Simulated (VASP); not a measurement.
# SrTiO3 (Pm-3m) in VASP: single point with r2SCAN

Aim: the single point of SrTiO3 with r2SCAN.

Program: VASP 6.6.1. These are calculated values, not measurements. Logs are shortened: lines on timing, memory, paths and dates and some standing lists are left out, and cuts for length are marked.

## Step 1: The cell of the first run

The structure is cubic, space group Pm-3m (No. 221). The conventional cell has a = 3.866 Å, b = 3.866 Å, c = 3.866 Å, α = 90.00°, β = 90.00°, γ = 90.00°. Sr (site symmetry m-3m) has 12 O at 2.73 Å and 8 Ti at 3.35 Å within 3.6 Å. Within 2.6 Å of Ti (site symmetry m-3m) lie 6 O at 1.93 Å. Within 2.6 Å of O (site symmetry 4/mmm) lie 2 Ti at 1.93 Å.

## Step 2: Single point, r2SCAN

File POSCAR:

```
SrTiO3
1.0
    3.8658373600      0.0000000000      0.0000000000
    0.0000000000      3.8658373600      0.0000000000
    0.0000000000      0.0000000000      3.8658373600
Sr Ti O
1 1 3
Direct
    0.5000000000      0.5000000000      0.5000000000
    0.0000000000      0.0000000000      0.0000000000
    0.5000000000      0.0000000000      0.0000000000
    0.0000000000      0.5000000000      0.0000000000
    0.0000000000      0.0000000000      0.5000000000
```

File INCAR.step1:

```
SYSTEM = SrTiO3
PREC = Accurate
ENCUT = 520
ISMEAR = -1
SIGMA = 0.1
LREAL = .False.
LASPH = .True.
NELM = 100
NBANDS = 28
GGA = PE
ALGO = Normal
EDIFF = 1E-4
LWAVE = .True.
LCHARG = .False.
```

File INCAR.step2:

```
SYSTEM = SrTiO3
PREC = Accurate
ENCUT = 520
EDIFF = 1E-6
ISMEAR = -1
SIGMA = 0.1
LREAL = .False.
LASPH = .True.
NELM = 100
ALGO = Normal
ISIF = 2
LWAVE = .False.
LCHARG = .False.
METAGGA = R2SCAN
LMIXTAU = .True.
NBANDS = 28
ISTART = 1
```

File KPOINTS:

```
regular mesh
0
Gamma
  7 7 7
  0 0 0
```

Potentials or basis: VASP PAW PBE potentials, release 64 (Sr_sv, Ti_sv, O).

Command:

```bash
> cat potpaw_PBE.64/Sr_sv/POTCAR potpaw_PBE.64/Ti_sv/POTCAR potpaw_PBE.64/O/POTCAR > POTCAR
> cp INCAR.step1 INCAR
> mpirun -np 1 vasp_std > vasp.out
> cp INCAR.step2 INCAR
> mpirun -np 1 vasp_std > vasp.out
```

OUTCAR:

```text
SYSTEM = SrTiO3
   PREC = Accurate
   ENCUT = 520
   EDIFF = 1E-6
   ISMEAR = -1
   LREAL = .False.
   LASPH = .True.
   NELM = 100
   ISIF = 2
   METAGGA = R2SCAN
   ISTART = 1

 ion  position               nearest neighbor table
   1  0.500  0.500  0.500-   3 2.73   4 2.73   5 2.73   3 2.73   4 2.73   3 2.73   5 2.73   3 2.73
                             4 2.73   5 2.73   4 2.73   5 2.73   2 3.35   2 3.35   2 3.35   2 3.35
   2  0.000  0.000  0.000-   3 1.93   4 1.93   5 1.93   5 1.93   4 1.93   3 1.93   1 3.35   1 3.35
                             1 3.35   1 3.35   1 3.35   1 3.35   1 3.35   1 3.35
   3  0.500  0.000  0.000-   2 1.93   2 1.93   1 2.73   1 2.73   1 2.73   1 2.73
   4  0.000  0.500  0.000-   2 1.93   2 1.93   1 2.73   1 2.73   1 2.73   1 2.73
   5  0.000  0.000  0.500-   2 1.93   2 1.93   1 2.73   1 2.73   1 2.73   1 2.73

  LATTYP: Found a simple cubic cell.
 ALAT       =     3.8658373600

  Lattice vectors:

 A1 = (   3.8658373600,   0.0000000000,   0.0000000000)
 A2 = (   0.0000000000,   3.8658373600,   0.0000000000)
 A3 = (   0.0000000000,   0.0000000000,   3.8658373600)

Analysis of symmetry for initial positions (statically):
=====================================================================
 Subroutine PRICEL returns:
 Original cell was already a primitive cell.

 Routine SETGRP: Setting up the symmetry group for a
 simple cubic supercell.

 Subroutine GETGRP returns: Found 48 space group operations
 (whereof 48 operations were pure point group operations)
 out of a pool of 48 trial point group operations.

The static configuration has the point symmetry O_h .

Analysis of symmetry for dynamics (positions and initial velocities):
=====================================================================
 Subroutine PRICEL returns:
 Original cell was already a primitive cell.

 Routine SETGRP: Setting up the symmetry group for a
 simple cubic supercell.

 Subroutine GETGRP returns: Found 48 space group operations
 (whereof 48 operations were pure point group operations)
 out of a pool of 48 trial point group operations.

The dynamic configuration has the point symmetry O_h .

 Subroutine INISYM returns: Found 48 space group operations
 (whereof 48 operations are pure point group operations),
 and found     1 'primitive' translations

----------------------------------------------------------------------------------------

                                     Primitive cell

  volume of cell :      57.7738

  direct lattice vectors                    reciprocal lattice vectors
     3.865837360  0.000000000  0.000000000     0.258676169  0.000000000  0.000000000
     0.000000000  3.865837360  0.000000000     0.000000000  0.258676169  0.000000000
     0.000000000  0.000000000  3.865837360     0.000000000  0.000000000  0.258676169

  length of vectors
     3.865837360  3.865837360  3.865837360     0.258676169  0.258676169  0.258676169

  position of ions in fractional coordinates (direct lattice)
     0.500000000  0.500000000  0.500000000
     0.000000000  0.000000000  0.000000000
     0.500000000  0.000000000  0.000000000
     0.000000000  0.500000000  0.000000000
     0.000000000  0.000000000  0.500000000

  ion indices of the primitive-cell ions
   primitive index   ion index
                 1           1
                 2           2
                 3           3
                 4           4
                 5           5

----------------------------------------------------------------------------------------

 KPOINTS: regular mesh

Automatic generation of k-mesh.
 Grid dimensions read from file:
 generate k-points for:    7    7    7

 Generating k-lattice:

  Cartesian coordinates                     Fractional coordinates (reciprocal lattice)
     0.036953738  0.000000000  0.000000000     0.142857143  0.000000000  0.000000000
     0.000000000  0.036953738  0.000000000     0.000000000  0.142857143  0.000000000
     0.000000000  0.000000000  0.036953738     0.000000000  0.000000000  0.142857143

  Length of vectors
     0.036953738  0.036953738  0.036953738

  Shift w.r.t. Gamma in fractional coordinates (k-lattice)
     0.000000000  0.000000000  0.000000000

 Subroutine IBZKPT returns following result:
 ===========================================

 Found     20 irreducible k-points:

 Following reciprocal coordinates:
            Coordinates               Weight
  0.000000  0.000000  0.000000      1.000000
  0.142857  0.000000  0.000000      6.000000
  0.285714  0.000000  0.000000      6.000000
  0.428571  0.000000  0.000000      6.000000
  0.142857  0.142857  0.000000     12.000000
  0.285714  0.142857  0.000000     24.000000
[... 12 lines left out ...]
  0.428571  0.428571  0.285714     24.000000
  0.428571  0.428571  0.428571      8.000000
   k-points           NKPTS =     20   k-points in BZ     NKDIM =     20   number of bands    NBANDS=     28
   number of dos      NEDOS =    301   number of ions     NIONS =      5
   total plane-waves  NPLWV =  27000
   dimension x,y,z NGX =    30 NGY =   30 NGZ =   30
   dimension x,y,z NGXF=    60 NGYF=   60 NGZF=   60
   ions per type =               1   1   3
   NGX,Y,Z   is equivalent  to a cutoff of  12.90, 12.90, 12.90 a.u.
   NGXF,Y,Z  is equivalent  to a cutoff of  25.80, 25.80, 25.80 a.u.
 SYSTEM =  SrTiO3
   PREC   = accura    normal or accurate (medium, high low for compatibility)
   ISTART =      1    job   : 0-new  1-cont  2-samecut
   ICHARG =      0    charge: 1-file 2-atom 10-const
   ISPIN  =      1    spin polarized calculation?
   LNONCOLLINEAR =      F non collinear calculations
   LSORBIT =      F    spin-orbit coupling
   LASPH  =      T    aspherical Exc in radial PAW
   ENCUT  =  520.0 eV  38.22 Ry    6.18 a.u.   7.19  7.19  7.19*2*pi/ulx,y,z
   NELM   =    100;   NELMIN=  2; NELMDL=  0     # of ELM steps
   EDIFF  = 0.1E-05   stopping-criterion for ELM
   LREAL  =      F    real-space projection
   EDIFFG = 0.1E-04   stopping-criterion for IOM
   NSW    =      0    number of steps for IOM
   IBRION =     -1    ionic relax: 0-MD 1-quasi-New 2-CG
   NFREE  =      0    steps in history (QN), initial steepest desc. (CG)
   ISIF   =      2    stress and relaxation
   ISYM   =      2    0-nonsym 1-usesym 2-fastsym
   POTIM  = 0.5000    time-step for ionic-motion
   TEBEG  =    0.0;   TEEND  =   0.0 temperature during run
   PSTRESS=    0.0 pullay stress
   NELECT =      40.0000    total number of electrons
   NUPDOWN=      -1.0000    fix difference up-down
   EMIN   =  10.00;   EMAX   =-10.00  energy-range for DOS
   EFERMI =   0.00;   METHOD = LEGACY
   ISMEAR =    -1;   SIGMA  =   0.10  broadening in eV -4-tet -1-fermi 0-gaus
   EFERMI_NEDOS =   21; number of points for ismear=-14 and -15
   IALGO  =     38    algorithm
   IMIX   =      4    mixing-type and parameters
     AMIX     =   0.40;   BMIX     =  1.00
     AMIX_MAG =   1.60;   BMIX_MAG =  1.00
  volume/ion in A,a.u.               =      11.55        77.98
  Fermi-wavevector in a.u.,A,eV,Ry     =   1.448276  2.736844 28.538255  2.097503
  Thomas-Fermi vector in A             =   2.566135
   LORBIT       =      0    0 simple, 1 ext, 2 COOP (PROOUT), +10 PAW based schemes
   METAGGA = R2SCAN    functional components
   LHFCALC =     F    Hartree Fock is set to
   AEXX    =    0.0000 exact exchange contribution
   IVDW    =     0    specifies the selected vdW correction
   LEPSILON=     F    determine dielectric tensor
   LRPA    =     F    only Hartree local field effects (RPA)
 non-spin polarized calculation
  energy-cutoff  :      520.00
  volume of cell :       57.77
 maximum number of plane-waves:      1571
 NGX is ok and might be reduce to    30
   NGX = 15   NGY = 15   NGZ = 15

 number of electron      40.0000025 magnetization

 Free energy of the ion-electron system (eV)
  ---------------------------------------------------
  ext. energy  EPLUGINS =         0.00000000
  ---------------------------------------------------
  free energy    TOTEN  =       -63.27911619 eV

  energy without entropy =      -63.27911413  energy(sigma->0) =      -63.27911516

 E-fermi :   5.3049     XC(G=0): -12.1088

 val. band max:        4.0295950321   @ k =   0.4286   0.4286   0.4286
 cond. band min:       6.4427689622   @ k =   0.0000   0.0000   0.0000
 fundamental gap:      2.4131739301
 Fermi energy:         5.3048993216

 k-point     1 :       0.0000    0.0000    0.0000
  band No.  band energies     occupation
      1     -54.4321      2.00000
      2     -29.6781      2.00000
      3     -29.6518      2.00000
      4     -29.6518      2.00000
      5     -29.6518      2.00000
      6     -14.4281      2.00000
[... 20 lines left out ...]
     27      10.1096      0.00000
     28      11.4692      0.00000

 k-point     2 :       0.1429    0.0000    0.0000
  band No.  band energies     occupation
      1     -54.4317      2.00000
      2     -29.7277      2.00000
      3     -29.6511      2.00000
      4     -29.6511      2.00000
      5     -29.6144      2.00000
      6     -14.4282      2.00000
[... 20 lines left out ...]
     27      10.4798      0.00000
     28      11.9549      0.00000

 k-point     3 :       0.2857    0.0000    0.0000
  band No.  band energies     occupation
      1     -54.4309      2.00000
      2     -29.7888      2.00000
      3     -29.6497      2.00000
      4     -29.6497      2.00000
      5     -29.5803      2.00000
      6     -14.5013      2.00000
[... 20 lines left out ...]
     27      11.3582      0.00000
     28      13.0475      0.00000

 k-point     4 :       0.4286    0.0000    0.0000
  band No.  band energies     occupation
      1     -54.4302      2.00000
      2     -29.8288      2.00000
      3     -29.6485      2.00000
      4     -29.6485      2.00000
      5     -29.5616      2.00000
      6     -14.5994      2.00000
[... 20 lines left out ...]
     27      12.2108      0.00000
     28      12.9200      0.00000

 k-point     5 :       0.1429    0.1429    0.0000
  band No.  band energies     occupation
      1     -54.4314      2.00000
      2     -29.7403      2.00000
      3     -29.6688      2.00000
      4     -29.6505      2.00000
      5     -29.5960      2.00000
      6     -14.4004      2.00000
[... 20 lines left out ...]
     27      10.8168      0.00000
     28      12.2813      0.00000

 k-point     6 :       0.2857    0.1429    0.0000
  band No.  band energies     occupation
      1     -54.4305      2.00000
      2     -29.7812      2.00000
      3     -29.6724      2.00000
      4     -29.6490      2.00000
      5     -29.5778      2.00000
      6     -14.4157      2.00000
[... 339 lines left out ...]
      5     -29.5910      2.00000
      6     -13.9237      2.00000
[... 20 lines left out ...]
     27      12.6709      0.00000
     28      12.7693      0.00000

 k-point    18 :       0.4286    0.2857    0.2857
  band No.  band energies     occupation
      1     -54.4277      2.00000
      2     -29.7555      2.00000
      3     -29.7061      2.00000
      4     -29.7030      2.00000
      5     -29.6027      2.00000
      6     -13.7796      2.00000
[... 20 lines left out ...]
     27      12.9268      0.00000
     28      13.0114      0.00000

 k-point    19 :       0.4286    0.4286    0.2857
  band No.  band energies     occupation
      1     -54.4271      2.00000
      2     -29.7396      2.00000
      3     -29.7345      2.00000
      4     -29.7022      2.00000
      5     -29.6123      2.00000
      6     -13.4856      2.00000
[... 20 lines left out ...]
     27      12.7624      0.00000
     28      13.1472      0.00000

 k-point    20 :       0.4286    0.4286    0.4286
  band No.  band energies     occupation
      1     -54.4264      2.00000
      2     -29.7342      2.00000
      3     -29.7330      2.00000
      4     -29.7330      2.00000
      5     -29.6096      2.00000
      6     -13.1992      2.00000
[... 20 lines left out ...]
     27      13.1285      0.00000
     28      13.1285      0.00000

------------------------ aborting loop because EDIFF is reached ----------------------------------------

  FORCE on cell =-STRESS in cart. coord.  units (eV):
  Direction    XX          YY          ZZ          XY          YZ          ZX
  --------------------------------------------------------------------------------------
  -------------------------------------------------------------------------------------
  Total        2.6863357      2.6863357      2.6863357      0.0000000      0.0000000      0.0000000
  in kB       74.4972322     74.4972322     74.4972322      0.0000000      0.0000000      0.0000000
  external PRESSURE =      74.4972322 kB  Pullay stress =       0.0000000 kB

 VOLUME and BASIS-vectors are now :
 -----------------------------------------------------------------------------
  energy-cutoff  :      520.00
  volume of cell :       57.77
      direct lattice vectors                 reciprocal lattice vectors
     3.865837360  0.000000000  0.000000000     0.258676169  0.000000000  0.000000000
     0.000000000  3.865837360  0.000000000     0.000000000  0.258676169  0.000000000
     0.000000000  0.000000000  3.865837360     0.000000000  0.000000000  0.258676169

 POSITION                                       TOTAL-FORCE (eV/Angst)
 -----------------------------------------------------------------------------------
      1.93292      1.93292      1.93292         0.000000      0.000000      0.000000
      0.00000      0.00000      0.00000         0.000000      0.000000      0.000000
      1.93292      0.00000      0.00000         0.000000      0.000000      0.000000
      0.00000      1.93292      0.00000         0.000000      0.000000      0.000000
      0.00000      0.00000      1.93292         0.000000      0.000000      0.000000
 -----------------------------------------------------------------------------------
    total drift:                                0.000000     -0.000000      0.000000

  FREE ENERGIE OF THE ION-ELECTRON SYSTEM (eV)
  ---------------------------------------------------
  free  energy   TOTEN  =       -63.2791161918 eV

  energy  without entropy=      -63.2791141261  energy(sigma->0) =      -63.27911516
```

Run time: 58 s. Hardware: 1 thread of Intel Xeon 6975P-C (Granite Rapids), shared host; peak memory 0.19 GiB.

Results:

| Property | Result |
| --- | --- |
| Free energy | -63.2791 eV |
| Pressure | 7.4 GPa |
| Band gap on the k mesh | 2.41 eV, indirect (least direct gap 2.71 eV) |

Caveat: the PAW data sets were made with another functional, which shifts forces and pressure a little. A k mesh can miss the band edges.
